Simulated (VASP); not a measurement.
# F (Im-3m) in VASP: relaxation of cell and atoms with PBE

Aim: the relaxation of cell and atoms of F with PBE.

All numbers are computed with VASP 6.6.1; they aren't measurements. Logs are shortened: lines on timing, memory, paths and dates and some standing lists are left out, and cuts for length are marked.

### 1 The cell of the first run

It takes space group Im-3m (No. 229, cubic). Conventional cell: a = 2.032 Å, b = 2.032 Å, c = 2.032 Å, α = 90.00°, β = 90.00°, γ = 90.00°. F (site symmetry m-3m) has 14 F at 1.76 to 2.03 Å within 2.3 Å.

### 2 Relaxation of cell and atoms, PBE, target pressure 430 GPa, at which the enthalpy is minimised

INCAR reads:

```
SYSTEM = F
PREC = Accurate ; ENCUT = 600
EDIFF = 1E-7 ; ISMEAR = -1
SIGMA = 0.08 ; LREAL = .False.
LASPH = .True. ; NELM = 80
ALGO = Normal ; ISIF = 3
LWAVE = .False. ; LCHARG = .False.
GGA = PE ; IBRION = 2
NSW = 60 ; EDIFFG = -0.005
PSTRESS = 4300.0
```

KPOINTS reads:

```
Automatic mesh
0
Gamma
  24 24 24
  0 0 0
```

POSCAR reads:

```
F
1.0
   -1.0162004546      1.0162004546      1.0162004546
    1.0162004546     -1.0162004546      1.0162004546
    1.0162004546      1.0162004546     -1.0162004546
F
1
Direct
    0.0000000000      0.0000000000      0.0000000000
```

Potentials or basis: VASP PAW PBE potentials, release 64 (F).

Command:

```
> cat potpaw_PBE.64/F/POTCAR > POTCAR
> mpirun -np 1 vasp_std > vasp.out
```

OUTCAR:

```text
SYSTEM = F
   PREC = Accurate
   ENCUT = 600
   EDIFF = 1E-7
   ISMEAR = -1
   LREAL = .False.
   LASPH = .True.
   NELM = 80
   ISIF = 3
   GGA = PE
   IBRION = 2
   NSW = 60
   EDIFFG = -0.005
   PSTRESS = 4300.0

 ion  position               nearest neighbor table
   1  0.000  0.000  0.000-

  LATTYP: Found a body centered cubic cell.
 ALAT       =     2.0324009092

  Lattice vectors:

 A1 = (  -1.0162004546,   1.0162004546,   1.0162004546)
 A2 = (   1.0162004546,  -1.0162004546,   1.0162004546)
 A3 = (   1.0162004546,   1.0162004546,  -1.0162004546)

Analysis of symmetry for initial positions (statically):
=====================================================================
 Subroutine PRICEL returns:
 Original cell was already a primitive cell.

 Routine SETGRP: Setting up the symmetry group for a
 body centered cubic supercell.

 Subroutine GETGRP returns: Found 48 space group operations
 (whereof 48 operations were pure point group operations)
 out of a pool of 48 trial point group operations.

The static configuration has the point symmetry O_h .

Analysis of symmetry for dynamics (positions and initial velocities):
=====================================================================
 Subroutine PRICEL returns:
 Original cell was already a primitive cell.

 Routine SETGRP: Setting up the symmetry group for a
 body centered cubic supercell.

 Subroutine GETGRP returns: Found 48 space group operations
 (whereof 48 operations were pure point group operations)
 out of a pool of 48 trial point group operations.

The dynamic configuration has the point symmetry O_h .

 Subroutine INISYM returns: Found 48 space group operations
 (whereof 48 operations are pure point group operations),
 and found     1 'primitive' translations

----------------------------------------------------------------------------------------

                                     Primitive cell

  volume of cell :       4.1976

  direct lattice vectors                    reciprocal lattice vectors
    -1.016200455  1.016200455  1.016200455     0.000000000  0.492028908  0.492028908
     1.016200455 -1.016200455  1.016200455     0.492028908  0.000000000  0.492028908
     1.016200455  1.016200455 -1.016200455     0.492028908  0.492028908  0.000000000

  length of vectors
     1.760110818  1.760110818  1.760110818     0.695833955  0.695833955  0.695833955

  position of ions in fractional coordinates (direct lattice)
     0.000000000  0.000000000  0.000000000

  ion indices of the primitive-cell ions
   primitive index   ion index
                 1           1

----------------------------------------------------------------------------------------

 KPOINTS: Automatic mesh

Automatic generation of k-mesh.
 Grid dimensions read from file:
 generate k-points for:   24   24   24

 Generating k-lattice:

  Cartesian coordinates                     Fractional coordinates (reciprocal lattice)
     0.000000000  0.020501205  0.020501205     0.041666667  0.000000000  0.000000000
     0.020501205  0.000000000  0.020501205     0.000000000  0.041666667  0.000000000
     0.020501205  0.020501205  0.000000000     0.000000000  0.000000000  0.041666667

  Length of vectors
     0.028993081  0.028993081  0.028993081

  Shift w.r.t. Gamma in fractional coordinates (k-lattice)
     0.000000000  0.000000000  0.000000000

 Subroutine IBZKPT returns following result:
 ===========================================

 Found    413 irreducible k-points:

 Following reciprocal coordinates:
            Coordinates               Weight
  0.000000  0.000000  0.000000      1.000000
  0.041667  0.000000  0.000000     12.000000
  0.083333  0.000000  0.000000     12.000000
  0.125000  0.000000  0.000000     12.000000
  0.166667  0.000000  0.000000     12.000000
  0.208333  0.000000  0.000000     12.000000
[... 16 lines left out ...]
  0.416667  0.041667 -0.000000     48.000000
  0.458333  0.041667  0.000000     48.000000
 [... further k-points ...]
   k-points           NKPTS =    413   k-points in BZ     NKDIM =    413   number of bands    NBANDS=      7
   number of dos      NEDOS =    301   number of ions     NIONS =      1
   total plane-waves  NPLWV =   2744
   dimension x,y,z NGX =    14 NGY =   14 NGZ =   14
   dimension x,y,z NGXF=    28 NGYF=   28 NGZF=   28
   ions per type =               1
   NGX,Y,Z   is equivalent  to a cutoff of  13.22, 13.22, 13.22 a.u.
   NGXF,Y,Z  is equivalent  to a cutoff of  26.45, 26.45, 26.45 a.u.
 SYSTEM =  F
   PREC   = accura    normal or accurate (medium, high low for compatibility)
   ISTART =      0    job   : 0-new  1-cont  2-samecut
   ICHARG =      2    charge: 1-file 2-atom 10-const
   ISPIN  =      1    spin polarized calculation?
   LNONCOLLINEAR =      F non collinear calculations
   LSORBIT =      F    spin-orbit coupling
   LASPH  =      T    aspherical Exc in radial PAW
   ENCUT  =  600.0 eV  44.10 Ry    6.64 a.u.   3.52  3.52  3.52*2*pi/ulx,y,z
   NELM   =     80;   NELMIN=  2; NELMDL= -5     # of ELM steps
   EDIFF  = 0.1E-06   stopping-criterion for ELM
   LREAL  =      F    real-space projection
   EDIFFG = -.5E-02   stopping-criterion for IOM
   NSW    =     60    number of steps for IOM
   IBRION =      2    ionic relax: 0-MD 1-quasi-New 2-CG
   NFREE  =      1    steps in history (QN), initial steepest desc. (CG)
   ISIF   =      3    stress and relaxation
   ISYM   =      2    0-nonsym 1-usesym 2-fastsym
   POTIM  = 0.5000    time-step for ionic-motion
   TEBEG  =    0.0;   TEEND  =   0.0 temperature during run
   PSTRESS= 4300.0 pullay stress
   NELECT =       7.0000    total number of electrons
   NUPDOWN=      -1.0000    fix difference up-down
   EMIN   =  10.00;   EMAX   =-10.00  energy-range for DOS
   EFERMI =   0.00;   METHOD = LEGACY
   ISMEAR =    -1;   SIGMA  =   0.08  broadening in eV -4-tet -1-fermi 0-gaus
   EFERMI_NEDOS =   21; number of points for ismear=-14 and -15
   IALGO  =     38    algorithm
   IMIX   =      4    mixing-type and parameters
     AMIX     =   0.40;   BMIX     =  1.00
     AMIX_MAG =   1.60;   BMIX_MAG =  1.00
  volume/ion in A,a.u.               =       4.20        28.33
  Fermi-wavevector in a.u.,A,eV,Ry     =   1.941369  3.668656 51.279192  3.768914
  Thomas-Fermi vector in A             =   2.971036
   LORBIT       =      0    0 simple, 1 ext, 2 COOP (PROOUT), +10 PAW based schemes
   GGA     = PE    functional components
   LHFCALC =     F    Hartree Fock is set to
   AEXX    =    0.0000 exact exchange contribution
   IVDW    =     0    specifies the selected vdW correction
   LEPSILON=     F    determine dielectric tensor
   LRPA    =     F    only Hartree local field effects (RPA)
 conjugate gradient relaxation of ions
 non-spin polarized calculation
  energy-cutoff  :      600.00
  volume of cell :        4.20
 maximum number of plane-waves:       148
 NGX is ok and might be reduce to    14
   NGX =  7   NGY =  7   NGZ =  7

--------------------------------------- Ionic step        1  -------------------------------------------

 number of electron       6.9999998 magnetization

 Free energy of the ion-electron system (eV)
  ---------------------------------------------------
  ext. energy  EPLUGINS =         0.00000000
  ---------------------------------------------------
  free energy    TOTEN  =         2.61742408 eV

  energy without entropy =        2.63841334  energy(sigma->0) =        2.62791871

------------------------ aborting loop because EDIFF is reached ----------------------------------------

  FORCE on cell =-STRESS in cart. coord.  units (eV):
  Direction    XX          YY          ZZ          XY          YZ          ZX
  --------------------------------------------------------------------------------------
  -------------------------------------------------------------------------------------
  Total       11.4214521     11.4214521     11.4214521      0.0000000      0.0000000     -0.0000000
  in kB     4359.4706531   4359.4706531   4359.4706531      0.0000000      0.0000000     -0.0000000
  external PRESSURE =      59.4706531 kB  Pullay stress =    4300.0000000 kB
[... 59 lines left out ...]
  enthalpy is  TOTEN    =        13.8894392958 eV   P V=       11.5215962113

--------------------------------------- Ionic step        3  -------------------------------------------

 number of electron       6.9999996 magnetization

 Free energy of the ion-electron system (eV)
  ---------------------------------------------------
  ext. energy  EPLUGINS =         0.00000000
  ---------------------------------------------------
  free energy    TOTEN  =         2.57201122 eV

  energy without entropy =        2.59309899  energy(sigma->0) =        2.58255511

 E-fermi :   9.7622     XC(G=0): -15.8732

 val. band max:        9.7611955531   @ k =   0.4167   0.1667  -0.0000
 cond. band min:       9.7636581103   @ k =  -0.3750  -0.3750   0.0833
 fundamental gap:      0.0024625572
 Fermi energy:         9.7622100457

 k-point     1 :       0.0000    0.0000    0.0000
  band No.  band energies     occupation
      1     -23.0922      2.00000
      2      11.4349      0.00000
      3      11.4349      0.00000
      4      11.4349      0.00000
      5      38.5362      0.00000
      6      59.1534      0.00000
      7      59.1534      0.00000
[... 221 lines left out ...]
 k-point    24 :       0.4583    0.0417    0.0000
  band No.  band energies     occupation
      1     -14.0793      2.00000
      2      -3.5962      2.00000
      3       7.7064      2.00000
      4      10.5911      0.00006
      5      36.3054      0.00000
      6      45.1033      0.00000
      7      47.1776      0.00000

 [... further k-points ...]

------------------------ aborting loop because EDIFF is reached ----------------------------------------

  FORCE on cell =-STRESS in cart. coord.  units (eV):
  Direction    XX          YY          ZZ          XY          YZ          ZX
  --------------------------------------------------------------------------------------
  -------------------------------------------------------------------------------------
  Total       11.3094444     11.3094444     11.3094444      0.0000000      0.0000000     -0.0000000
  in kB     4299.5041046   4299.5041046   4299.5041046      0.0000000      0.0000000     -0.0000000
  external PRESSURE =      -0.4958954 kB  Pullay stress =    4300.0000000 kB
[... 16 lines left out ...]
  FREE ENERGIE OF THE ION-ELECTRON SYSTEM (eV)
  ---------------------------------------------------
  free  energy   TOTEN  =         2.5720112229 eV

  energy  without entropy=        2.5930989918  energy(sigma->0) =        2.58255511

  enthalpy is  TOTEN    =        13.8827599994 eV   P V=       11.3107487765

 reached required accuracy - stopping structural energy minimisation
```

Run time: 14 s. Hardware: 1 thread of AMD EPYC 9R45 (Zen 5), shared host; peak memory 0.08 GiB.

What came out:

- Free energy: 2.5720 eV
- Relaxed volume: 4.21 Å³/atom
- Relaxed cell: a = 1.762 Å, b = 1.762 Å, c = 1.762 Å, α = 109.47°, β = 109.47°, γ = 109.47°
- Space group after relaxing (to 0.05 Å): Im-3m (No. 229)
- Energy change on relaxing (the enthalpy is what falls): -45.4 meV/atom
- Ionic steps: 3
- Pressure after relaxing: 430.0 GPa

Step by step:
| step | energy change (eV) | largest force (eV/Å) | pressure (GPa) | volume (Å³) |
| --- | --- | --- | --- | --- |
| 1 | 0.0000 | 0.0000 | 435.95 | 4.20 |
| 2 | -0.2496 | 0.0000 | 403.15 | 4.29 |
| 3 | -0.0454 | 0.0000 | 429.95 | 4.21 |

Final structure:
```
F
1.0
    -1.01755    1.01755    1.01755
     1.01755   -1.01755    1.01755
     1.01755    1.01755   -1.01755
F
1
Cartesian
  0.0000 0.0000 0.0000
```

Caveat: the cell is relaxed towards a set pressure, so the enthalpy falls and the energy may rise; an odd number of electrons without spin polarisation forces a metal; a magnetic or distorted state may lie lower.
